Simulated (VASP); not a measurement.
# WS2 (R-3m) in VASP: single point with PBE

Aim: the single point of WS2 with PBE.

Program: VASP 6.6.1. These are calculated values, not measurements. Logs are shortened: lines on timing, memory, paths and dates and some standing lists are left out, and cuts for length are marked.

## (1) The cell of the first run

Symmetry: R-3m, No. 166, trigonal system. The conventional cell has a = 3.688 Å, b = 3.688 Å, c = 16.725 Å, α = 90.00°, β = 90.00°, γ = 120.00°. Within 3.3 Å of W (site symmetry -3m) lie 6 S at 2.53 Å. S (site symmetry 3m) has 3 W at 2.53 Å within 3.3 Å.

## (2) Single point, PBE

Contents of INCAR:

```
SYSTEM = WS2
  ALGO = Normal
  EDIFF = 1E-6
  ENCUT = 520
  GGA = PE
  ISIF = 2
  ISMEAR = -1
  LASPH = .True.
  LCHARG = .False.
  LREAL = .False.
  LWAVE = .False.
  NBANDS = 20
  NELM = 100
  PREC = Accurate
  SIGMA = 0.05
```

Contents of KPOINTS:

```
k-points
0
Gamma
  9 9 9
  0 0 0
```

Contents of POSCAR:

```
WS2
1.0
    1.8439358300      1.0645968500      5.5749124800
   -1.8439358300      1.0645968500      5.5749124800
    0.0000000000     -2.1291937000      5.5749124800
W S
1 2
Direct
    0.0000000000      0.0000000000      0.0000000000
    0.2520000000      0.2520000000      0.2520000000
    0.7480000000      0.7480000000      0.7480000000
```

Potentials or basis: VASP PAW PBE potentials, release 64 (W_sv, S).

Started as:

```bash
$ cat potpaw_PBE.64/W_sv/POTCAR potpaw_PBE.64/S/POTCAR > POTCAR
$ mpirun -np 1 vasp_std > vasp.out
```

OUTCAR:

```text
SYSTEM = WS2
   EDIFF = 1E-6
   ENCUT = 520
   GGA = PE
   ISIF = 2
   ISMEAR = -1
   LASPH = .True.
   LREAL = .False.
   NELM = 100
   PREC = Accurate

 ion  position               nearest neighbor table
   1  0.000  0.000  0.000-   3 2.53   3 2.53   2 2.53   2 2.53   3 2.53   2 2.53
   2  0.252  0.252  0.252-   1 2.53   1 2.53   1 2.53
   3  0.748  0.748  0.748-   1 2.53   1 2.53   1 2.53

  LATTYP: Found a trigonal (rhomboedric) cell.
 ALAT       =     5.9676724908
 COS(alpha) =     0.8090535265

  Lattice vectors:

 A1 = (   1.8439358300,   1.0645968500,   5.5749124800)
 A2 = (  -1.8439358300,   1.0645968500,   5.5749124800)
 A3 = (   0.0000000000,  -2.1291937000,   5.5749124800)

Analysis of symmetry for initial positions (statically):
=====================================================================
 Subroutine PRICEL returns:
 Original cell was already a primitive cell.

 Routine SETGRP: Setting up the symmetry group for a
 trigonal (rhombohedral) supercell.

 Subroutine GETGRP returns: Found 12 space group operations
 (whereof 12 operations were pure point group operations)
 out of a pool of 12 trial point group operations.

The static configuration has the point symmetry D_3d.

Analysis of symmetry for dynamics (positions and initial velocities):
=====================================================================
 Subroutine PRICEL returns:
 Original cell was already a primitive cell.

 Routine SETGRP: Setting up the symmetry group for a
 trigonal (rhombohedral) supercell.

 Subroutine GETGRP returns: Found 12 space group operations
 (whereof 12 operations were pure point group operations)
 out of a pool of 12 trial point group operations.

The dynamic configuration has the point symmetry D_3d.

 Subroutine INISYM returns: Found 12 space group operations
 (whereof 12 operations are pure point group operations),
 and found     1 'primitive' translations

----------------------------------------------------------------------------------------

                                     Primitive cell

  volume of cell :      65.6629

  direct lattice vectors                    reciprocal lattice vectors
     1.843935830  1.064596850  5.574912480     0.271159111  0.156553785  0.059791671
    -1.843935830  1.064596850  5.574912480    -0.271159111  0.156553785  0.059791671
     0.000000000 -2.129193700  5.574912480     0.000000000 -0.313107571  0.059791671

  length of vectors
     5.967672491  5.967672491  5.967672492     0.318765423  0.318765423  0.318765423

  position of ions in fractional coordinates (direct lattice)
     0.000000000  0.000000000  0.000000000
     0.252000000  0.252000000  0.252000000
     0.748000000  0.748000000  0.748000000

  ion indices of the primitive-cell ions
   primitive index   ion index
                 1           1
                 2           2
                 3           3

----------------------------------------------------------------------------------------

 KPOINTS: k-points

Automatic generation of k-mesh.
 Grid dimensions read from file:
 generate k-points for:    9    9    9

 Generating k-lattice:

  Cartesian coordinates                     Fractional coordinates (reciprocal lattice)
     0.030128790  0.017394865  0.006643519     0.111111111  0.000000000  0.000000000
    -0.030128790  0.017394865  0.006643519     0.000000000  0.111111111  0.000000000
     0.000000000 -0.034789730  0.006643519     0.000000000  0.000000000  0.111111111

  Length of vectors
     0.035418380  0.035418380  0.035418380

  Shift w.r.t. Gamma in fractional coordinates (k-lattice)
     0.000000000  0.000000000  0.000000000

 Subroutine IBZKPT returns following result:
 ===========================================

 Found     85 irreducible k-points:

 Following reciprocal coordinates:
            Coordinates               Weight
  0.000000  0.000000  0.000000      1.000000
  0.111111  0.000000  0.000000      6.000000
  0.222222  0.000000  0.000000      6.000000
  0.333333  0.000000  0.000000      6.000000
  0.444444  0.000000  0.000000      6.000000
  0.111111  0.111111  0.000000      6.000000
[... 16 lines left out ...]
 -0.333333  0.333333  0.000000      6.000000
  0.444444  0.444444  0.000000      6.000000
 [... further k-points ...]
   k-points           NKPTS =     85   k-points in BZ     NKDIM =     85   number of bands    NBANDS=     20
   number of dos      NEDOS =    301   number of ions     NIONS =      3
   total plane-waves  NPLWV = 110592
   dimension x,y,z NGX =    48 NGY =   48 NGZ =   48
   dimension x,y,z NGXF=    96 NGYF=   96 NGZF=   96
   ions per type =               1   2
   NGX,Y,Z   is equivalent  to a cutoff of  13.37, 13.37, 13.37 a.u.
   NGXF,Y,Z  is equivalent  to a cutoff of  26.74, 26.74, 26.74 a.u.
 SYSTEM =  WS2
   PREC   = accura    normal or accurate (medium, high low for compatibility)
   ISTART =      0    job   : 0-new  1-cont  2-samecut
   ICHARG =      2    charge: 1-file 2-atom 10-const
   ISPIN  =      1    spin polarized calculation?
   LNONCOLLINEAR =      F non collinear calculations
   LSORBIT =      F    spin-orbit coupling
   LASPH  =      T    aspherical Exc in radial PAW
   ENCUT  =  520.0 eV  38.22 Ry    6.18 a.u.  11.10 11.10 11.10*2*pi/ulx,y,z
   NELM   =    100;   NELMIN=  2; NELMDL= -5     # of ELM steps
   EDIFF  = 0.1E-05   stopping-criterion for ELM
   LREAL  =      F    real-space projection
   EDIFFG = 0.1E-04   stopping-criterion for IOM
   NSW    =      0    number of steps for IOM
   IBRION =     -1    ionic relax: 0-MD 1-quasi-New 2-CG
   NFREE  =      0    steps in history (QN), initial steepest desc. (CG)
   ISIF   =      2    stress and relaxation
   ISYM   =      2    0-nonsym 1-usesym 2-fastsym
   POTIM  = 0.5000    time-step for ionic-motion
   TEBEG  =    0.0;   TEEND  =   0.0 temperature during run
   PSTRESS=    0.0 pullay stress
   NELECT =      26.0000    total number of electrons
   NUPDOWN=      -1.0000    fix difference up-down
   EMIN   =  10.00;   EMAX   =-10.00  energy-range for DOS
   EFERMI =   0.00;   METHOD = LEGACY
   ISMEAR =    -1;   SIGMA  =   0.05  broadening in eV -4-tet -1-fermi 0-gaus
   EFERMI_NEDOS =   21; number of points for ismear=-14 and -15
   IALGO  =     38    algorithm
   IMIX   =      4    mixing-type and parameters
     AMIX     =   0.40;   BMIX     =  1.00
     AMIX_MAG =   1.60;   BMIX_MAG =  1.00
  volume/ion in A,a.u.               =      21.89       147.71
  Fermi-wavevector in a.u.,A,eV,Ry     =   1.202151  2.271737 19.662706  1.445168
  Thomas-Fermi vector in A             =   2.337941
   LORBIT       =      0    0 simple, 1 ext, 2 COOP (PROOUT), +10 PAW based schemes
   GGA     = PE    functional components
   LHFCALC =     F    Hartree Fock is set to
   AEXX    =    0.0000 exact exchange contribution
   IVDW    =     0    specifies the selected vdW correction
   LEPSILON=     F    determine dielectric tensor
   LRPA    =     F    only Hartree local field effects (RPA)
 non-spin polarized calculation
  energy-cutoff  :      520.00
  volume of cell :       65.66
 maximum number of plane-waves:      1784
 NGX is ok and might be reduce to    48
   NGX = 23   NGY = 23   NGZ = 23

 number of electron      26.0000000 magnetization

 Free energy of the ion-electron system (eV)
  ---------------------------------------------------
  ext. energy  EPLUGINS =         0.00000000
  ---------------------------------------------------
  free energy    TOTEN  =       -21.76009630 eV

  energy without entropy =      -21.74554473  energy(sigma->0) =      -21.75282051

 E-fermi :   5.0936     XC(G=0):  -9.9200

 val. band max:        5.0865805218   @ k =   0.4444   0.2222   0.0000
 cond. band min:       5.1176908856   @ k =  -0.4444   0.2222  -0.0000
 fundamental gap:      0.0311103638
 Fermi energy:         5.0935769928

 k-point     1 :       0.0000    0.0000    0.0000
  band No.  band energies     occupation
      1     -69.9764      2.00000
      2     -34.1575      2.00000
      3     -34.1575      2.00000
      4     -33.9065      2.00000
      5      -9.1649      2.00000
      6      -7.2253      2.00000
[... 12 lines left out ...]
     19       9.6780      0.00000
     20      13.0122      0.00000

 k-point     2 :       0.1111    0.0000    0.0000
  band No.  band energies     occupation
      1     -69.9762      2.00000
      2     -34.1652      2.00000
      3     -34.1594      2.00000
      4     -33.9052      2.00000
      5      -9.0312      2.00000
      6      -7.2645      2.00000
[... 12 lines left out ...]
     19      10.4737      0.00000
     20      12.6998      0.00000

 k-point     3 :       0.2222    0.0000    0.0000
  band No.  band energies     occupation
      1     -69.9757      2.00000
      2     -34.1846      2.00000
      3     -34.1641      2.00000
      4     -33.9021      2.00000
      5      -8.6692      2.00000
      6      -7.3573      2.00000
[... 12 lines left out ...]
     19      11.3754      0.00000
     20      13.0712      0.00000

 k-point     4 :       0.3333    0.0000    0.0000
  band No.  band energies     occupation
      1     -69.9752      2.00000
      2     -34.2065      2.00000
      3     -34.1694      2.00000
      4     -33.8985      2.00000
      5      -8.2135      2.00000
      6      -7.4400      2.00000
[... 12 lines left out ...]
     19      11.9666      0.00000
     20      13.9477      0.00000

 k-point     5 :       0.4444    0.0000    0.0000
  band No.  band energies     occupation
      1     -69.9748      2.00000
      2     -34.2208      2.00000
      3     -34.1728      2.00000
      4     -33.8962      2.00000
      5      -7.9173      2.00000
      6      -7.4379      2.00000
[... 12 lines left out ...]
     19      11.4547      0.00000
     20      13.2313      0.00000
[... 353 lines left out ...]
      6      -7.5902      2.00000
[... 12 lines left out ...]
     19      11.1058      0.00000
     20      13.3584      0.00000

 k-point    22 :      -0.4444    0.3333   -0.0000
  band No.  band energies     occupation
      1     -69.9746      2.00000
      2     -34.2127      2.00000
      3     -34.1887      2.00000
      4     -33.8952      2.00000
      5      -7.6214      2.00000
      6      -7.5929      2.00000
[... 12 lines left out ...]
     19      11.9691      0.00000
     20      12.9120      0.00000

 k-point    23 :      -0.3333    0.3333    0.0000
  band No.  band energies     occupation
      1     -69.9745      2.00000
      2     -34.2031      2.00000
      3     -34.2031      2.00000
      4     -33.8946      2.00000
      5      -7.5654      2.00000
      6      -7.5651      2.00000
[... 12 lines left out ...]
     19      12.5794      0.00000
     20      13.1065      0.00000

 k-point    24 :       0.4444    0.4444    0.0000
  band No.  band energies     occupation
      1     -69.9748      2.00000
      2     -34.2208      2.00000
      3     -34.1728      2.00000
      4     -33.8962      2.00000
      5      -7.7765      2.00000
      6      -7.5717      2.00000
[... 12 lines left out ...]
     19      10.3198      0.00000
     20      13.2541      0.00000

 [... further k-points ...]
[... 5 lines left out ...]
  --------------------------------------------------------------------------------------
  -------------------------------------------------------------------------------------
  Total       -7.4231954     -7.4231955     -0.2901471      0.0000000      0.0000000      0.0000000
  in kB     -181.1261657   -181.1261664     -7.0795962      0.0000000      0.0000000      0.0000000
  external PRESSURE =    -123.1106428 kB  Pullay stress =       0.0000000 kB

 VOLUME and BASIS-vectors are now :
 -----------------------------------------------------------------------------
  energy-cutoff  :      520.00
  volume of cell :       65.66
      direct lattice vectors                 reciprocal lattice vectors
     1.843935830  1.064596850  5.574912480     0.271159111  0.156553785  0.059791671
    -1.843935830  1.064596850  5.574912480    -0.271159111  0.156553785  0.059791671
     0.000000000 -2.129193700  5.574912480     0.000000000 -0.313107571  0.059791671

 POSITION                                       TOTAL-FORCE (eV/Angst)
 -----------------------------------------------------------------------------------
      0.00000      0.00000      0.00000         0.000000      0.000000      0.000000
      0.00000      0.00000      4.21463         0.000000     -0.000000      0.546183
      0.00000      0.00000     12.51010         0.000000      0.000000     -0.546183
 -----------------------------------------------------------------------------------
    total drift:                               -0.000000     -0.000000     -0.000000

  FREE ENERGIE OF THE ION-ELECTRON SYSTEM (eV)
  ---------------------------------------------------
  free  energy   TOTEN  =       -21.7600962979 eV

  energy  without entropy=      -21.7455447315  energy(sigma->0) =      -21.75282051
```

It took 2.7 min on 1 thread of Intel Xeon Platinum 8375C at 2.90GHz (Ice Lake), shared host; peak memory 0.36 GiB.

Results:

| Property | Result |
| --- | --- |
| Free energy | -21.7601 eV |
| Pressure | -12.3 GPa |
| Largest force | 0.546 eV/Å |
| Band gap on the k mesh | zero (band 13 reaches 5.20 eV, above the bottom of band 14 at 4.34 eV) |

Forces on the atoms (eV/Å):
```
W    0.000  0.000  0.000
S    0.000  0.000  0.546
S    0.000  0.000 -0.546
```

Levels at points of the mesh, in eV from the Fermi level:
```tsv
k point	band 9	band 10	band 11	band 12	band 13	band 14	band 15	band 16	band 17	band 18
(0.00, 0.00, 0.00)	-4.59	-1.17	-1.17	-0.76	-0.76	-0.66	0.55	3.42	3.42	4.52
```

Caveat: spin-orbit coupling is left out, which moves the levels of the heavy elements.
